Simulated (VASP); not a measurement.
# LiRh (P-6m2) in VASP: notebook, part 2 of 2

VASP 6.6.1. Earlier steps stand in the parts before.

### Step 4. Single point, LDA, collinear spin, ferromagnetic start

INCAR reads:

```
PREC     = Accurate       # precision mode
ENCUT    = 520            # plane-wave cutoff, eV
EDIFF    = 1E-7           # SCF threshold, eV
ISMEAR   = -1             # smearing method
SIGMA    = 0.05           # smearing width, eV
LREAL    = False          # projectors in reciprocal space
LASPH    = True           # aspherical terms in the spheres
NELM     = 150            # most SCF steps
ALGO     = Normal         # electronic algorithm
ISIF     = 2              # what is computed and relaxed
LWAVE    = False          # write WAVECAR
LCHARG   = False          # write CHGCAR
ISPIN    = 2              # spin polarisation
MAGMOM   = 0 1            # initial moments
LORBIT   = 11             # projections on sites
LMAXMIX  = 4              # l up to which the mixer works
NBANDS   = 20             # bands
```

KPOINTS reads:

```
regular mesh
0
Gamma
  18 18 10
```

POSCAR reads:

```
LiRh
1.0
    2.6024602529      0.0000000000      0.0000000000
   -1.3012301264      2.2537966913      0.0000000000
    0.0000000000      0.0000000000      4.2578831251
Li Rh
1 1
Direct
    0.0000000000      0.0000000000      0.5000000000
    0.6666666667      0.3333333333      0.0000000000
```

Potentials or basis: VASP PAW LDA potentials, release 64 (Li_sv, Rh_pv).

On the command line:

```sh
$ cat potpaw_LDA.64/Li_sv/POTCAR potpaw_LDA.64/Rh_pv/POTCAR > POTCAR
$ mpirun -np 1 vasp_std > vasp.out
```

OUTCAR:

```text
PREC = Accurate
   ENCUT = 520
   EDIFF = 1E-7
   ISMEAR = -1
   LREAL = False
   LASPH = True
   NELM = 150
   ISIF = 2
   ISPIN = 2
   LORBIT = 11

 ion  position               nearest neighbor table
   1  0.000  0.000  0.500-   2 2.61   2 2.61   2 2.61   2 2.61   2 2.61   2 2.61
   2  0.667  0.333  0.000-   1 2.61   1 2.61   1 2.61   1 2.61   1 2.61   1 2.61

  LATTYP: Found a hexagonal cell.
 ALAT       =     2.6024602529
 C/A-ratio  =     1.6360991951

  Lattice vectors:

 A1 = (   2.6024602529,   0.0000000000,   0.0000000000)
 A2 = (  -1.3012301264,   2.2537966913,   0.0000000000)
 A3 = (   0.0000000000,   0.0000000000,   4.2578831251)

Analysis of symmetry for initial positions (statically):
=====================================================================
 Subroutine PRICEL returns:
 Original cell was already a primitive cell.

 Routine SETGRP: Setting up the symmetry group for a
 hexagonal supercell.

 Subroutine GETGRP returns: Found 12 space group operations
 (whereof 12 operations were pure point group operations)
 out of a pool of 24 trial point group operations.

The static configuration has the point symmetry D_3h.

Analysis of symmetry for dynamics (positions and initial velocities):
=====================================================================
 Subroutine PRICEL returns:
 Original cell was already a primitive cell.

 Routine SETGRP: Setting up the symmetry group for a
 hexagonal supercell.

 Subroutine GETGRP returns: Found 12 space group operations
 (whereof 12 operations were pure point group operations)
 out of a pool of 24 trial point group operations.

The dynamic configuration has the point symmetry D_3h.

Analysis of structural, dynamic, and magnetic symmetry:
=====================================================================
 Subroutine PRICEL returns:
 Original cell was already a primitive cell.

 Routine SETGRP: Setting up the symmetry group for a
 hexagonal supercell.

 Subroutine GETGRP returns: Found 12 space group operations
 (whereof 12 operations were pure point group operations)
 out of a pool of 24 trial point group operations.

The overall configuration has the point symmetry D_3h.

 Subroutine INISYM returns: Found 12 space group operations
 (whereof 12 operations are pure point group operations),
 and found     1 'primitive' translations

----------------------------------------------------------------------------------------

                                     Primitive cell

  volume of cell :      24.9743

  direct lattice vectors                    reciprocal lattice vectors
     2.602460253  0.000000000  0.000000000     0.384251786  0.221847872  0.000000000
    -1.301230126  2.253796691  0.000000000     0.000000000  0.443695744  0.000000000
     0.000000000  0.000000000  4.257883125     0.000000000  0.000000000  0.234858490

  length of vectors
     2.602460253  2.602460253  4.257883125     0.443695744  0.443695744  0.234858490

  position of ions in fractional coordinates (direct lattice)
     0.000000000  0.000000000  0.500000000
[... 68 lines left out ...]
 SYSTEM =  unknown system
   PREC   = accura    normal or accurate (medium, high low for compatibility)
   ISTART =      0    job   : 0-new  1-cont  2-samecut
   ICHARG =      2    charge: 1-file 2-atom 10-const
   ISPIN  =      2    spin polarized calculation?
   LNONCOLLINEAR =      F non collinear calculations
   LSORBIT =      F    spin-orbit coupling
   LASPH  =      T    aspherical Exc in radial PAW
   ENCUT  =  520.0 eV  38.22 Ry    6.18 a.u.   4.84  4.84  7.92*2*pi/ulx,y,z
   NELM   =    150;   NELMIN=  2; NELMDL= -5     # of ELM steps
   EDIFF  = 0.1E-06   stopping-criterion for ELM
   LREAL  =      F    real-space projection
   EDIFFG = 0.1E-05   stopping-criterion for IOM
   NSW    =      0    number of steps for IOM
   IBRION =     -1    ionic relax: 0-MD 1-quasi-New 2-CG
   NFREE  =      0    steps in history (QN), initial steepest desc. (CG)
   ISIF   =      2    stress and relaxation
   ISYM   =      2    0-nonsym 1-usesym 2-fastsym
   POTIM  = 0.5000    time-step for ionic-motion
   TEBEG  =    0.0;   TEEND  =   0.0 temperature during run
   PSTRESS=    0.0 pullay stress
   NELECT =      18.0000    total number of electrons
   NUPDOWN=      -1.0000    fix difference up-down
   EMIN   =  10.00;   EMAX   =-10.00  energy-range for DOS
   EFERMI =   0.00;   METHOD = LEGACY
   ISMEAR =    -1;   SIGMA  =   0.05  broadening in eV -4-tet -1-fermi 0-gaus
   EFERMI_NEDOS =   21; number of points for ismear=-14 and -15
   IALGO  =     38    algorithm
   IMIX   =      4    mixing-type and parameters
     AMIX     =   0.40;   BMIX     =  1.00
     AMIX_MAG =   1.60;   BMIX_MAG =  1.00
  volume/ion in A,a.u.               =      12.49        84.27
  Fermi-wavevector in a.u.,A,eV,Ry     =   1.467804  2.773748 29.313062  2.154449
  Thomas-Fermi vector in A             =   2.583378
   LORBIT       =     11    0 simple, 1 ext, 2 COOP (PROOUT), +10 PAW based schemes
   GGA     = CA    functional components
   LHFCALC =     F    Hartree Fock is set to
   AEXX    =    0.0000 exact exchange contribution
   IVDW    =     0    specifies the selected vdW correction
   LEPSILON=     F    determine dielectric tensor
   LRPA    =     F    only Hartree local field effects (RPA)
 spin polarized calculation
  energy-cutoff  :      520.00
  volume of cell :       24.97
 maximum number of plane-waves:       690
 NGX is ok and might be reduce to    20
   NGX =  9   NGY =  9   NGZ = 15

 number of electron      17.9999995 magnetization       0.0003195

 number of electron      17.9999995 magnetization      -0.0000714

 Free energy of the ion-electron system (eV)
  ---------------------------------------------------
  ext. energy  EPLUGINS =         0.00000000
  ---------------------------------------------------
  free energy    TOTEN  =       -11.08714950 eV

  energy without entropy =      -11.07733288  energy(sigma->0) =      -11.08224119

 E-fermi :   7.0961     XC(G=0): -11.8543

 val. band max:        7.0922949182   @ k =   0.1111   0.1111   0.1000
 cond. band min:       7.0978712012   @ k =   0.1111   0.1111   0.0000
 fundamental gap:      0.0055762829
 Fermi energy:         7.0961237746

 spin component 1

 k-point     1 :       0.0000    0.0000    0.0000
  band No.  band energies     occupation
      1     -38.4956      1.00000
      2     -38.4239      1.00000
      3     -38.4239      1.00000
      4     -37.1167      1.00000
      5       0.9045      1.00000
      6       3.2734      1.00000
[... 541 lines left out ...]
     19      28.2734      0.00000
     20      29.9689      0.00000

 [... further k-points ...]

 spin component 2

 k-point     1 :       0.0000    0.0000    0.0000
  band No.  band energies     occupation
      1     -38.4956      1.00000
      2     -38.4239      1.00000
      3     -38.4239      1.00000
      4     -37.1168      1.00000
      5       0.9045      1.00000
      6       3.2733      1.00000
[... 541 lines left out ...]
     19      28.2732      0.00000
     20      29.9689      0.00000

 [... further k-points ...]

------------------------ aborting loop because EDIFF is reached ----------------------------------------

  FORCE on cell =-STRESS in cart. coord.  units (eV):
  Direction    XX          YY          ZZ          XY          YZ          ZX
  --------------------------------------------------------------------------------------
  -------------------------------------------------------------------------------------
  Total        0.0604632      0.0604632      0.0173534      0.0000000      0.0000000      0.0000000
  in kB        3.8789061      3.8789061      1.1132727      0.0000000      0.0000000      0.0000000
  external PRESSURE =       2.9570283 kB  Pullay stress =       0.0000000 kB

 VOLUME and BASIS-vectors are now :
 -----------------------------------------------------------------------------
  energy-cutoff  :      520.00
  volume of cell :       24.97
      direct lattice vectors                 reciprocal lattice vectors
     2.602460253  0.000000000  0.000000000     0.384251786  0.221847872  0.000000000
    -1.301230126  2.253796691  0.000000000     0.000000000  0.443695744  0.000000000
     0.000000000  0.000000000  4.257883125     0.000000000  0.000000000  0.234858490

 POSITION                                       TOTAL-FORCE (eV/Angst)
 -----------------------------------------------------------------------------------
      0.00000      0.00000      2.12894         0.000000     -0.000000      0.000000
      1.30123      0.75127      0.00000        -0.000000      0.000000      0.000000
 -----------------------------------------------------------------------------------
    total drift:                               -0.000000      0.000000      0.000000

  FREE ENERGIE OF THE ION-ELECTRON SYSTEM (eV)
  ---------------------------------------------------
  free  energy   TOTEN  =       -11.0871494966 eV

  energy  without entropy=      -11.0773328825  energy(sigma->0) =      -11.08224119

 total charge

# of ion       s       p       d       tot
------------------------------------------
    1        2.043   0.101   0.000   2.144
    2        0.470   6.244   7.175  13.889
--------------------------------------------------
tot          2.513   6.346   7.175  16.033

 magnetization (x)

# of ion       s       p       d       tot
------------------------------------------
    1       -0.000  -0.000   0.000  -0.000
    2        0.000   0.000  -0.000  -0.000
--------------------------------------------------
tot          0.000  -0.000  -0.000  -0.000
```

Run time: 2.2 min. Hardware: 1 thread of Intel Xeon Platinum 8375C at 2.90GHz (Ice Lake), shared host; peak memory 0.26 GiB.

What came out:

| Item | Value |
| --- | --- |
| Free energy | -11.0871 eV |
| Band gap on the k mesh | zero (filled and empty bands overlap) |
| Net moment | 0.00 μB per cell |
| Valence electrons inside the program's atomic spheres | Li 2.14; Rh 13.89 |

Caveat: the cutoff is under 1.25 times the usual one of these potentials, so pressure, stress and relaxed cells hold a basis-set (Pulay) error.
